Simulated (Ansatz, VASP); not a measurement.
**One calculation of SrCl2, two programs**

```
CELL_PARAMETERS angstrom
0.00000 3.55685 3.50030
3.55685 0.00000 3.50030
3.55685 3.55685 0.00000
ATOMIC_POSITIONS crystal
Sr 0.00000 0.00000 0.00000
Cl 0.25000 0.25000 0.25000
Cl 0.75000 0.75000 0.75000
```

Alike in both runs: task single point; functional PBE; k mesh 6 × 6 × 6; occupations gaussian, width 0.05 eV; no spin polarisation.

|  | VASP | Ansatz |
| --- | --- | --- |
| version | VASP 6.6.1 | Ansatz 0.2.0 |
| potentials or method | VASP PAW PBE potentials, release 64 (Sr_sv, Cl), cutoff 520 eV | scalar-relativistic, plane waves, PAW |
| valence electrons in the cell | 24 | 24 |

VASP gave:

```
gap on the k mesh at the Fermi level (eV)                     : 5.11
least direct gap on the mesh (eV)                             : 5.41
pressure (GPa)                                                : -0.4
traceless stress, the component that is largest in VASP (GPa) : 0.52
```

Which values does Ansatz return?

gap on the k mesh at the Fermi level (eV): 5.11; least direct gap on the mesh (eV): 5.41; pressure (GPa): -0.5; traceless stress, the component that is largest in VASP (GPa): 0.52.

The functional is the same, so the differences come from potentials, cutoffs and numerics.
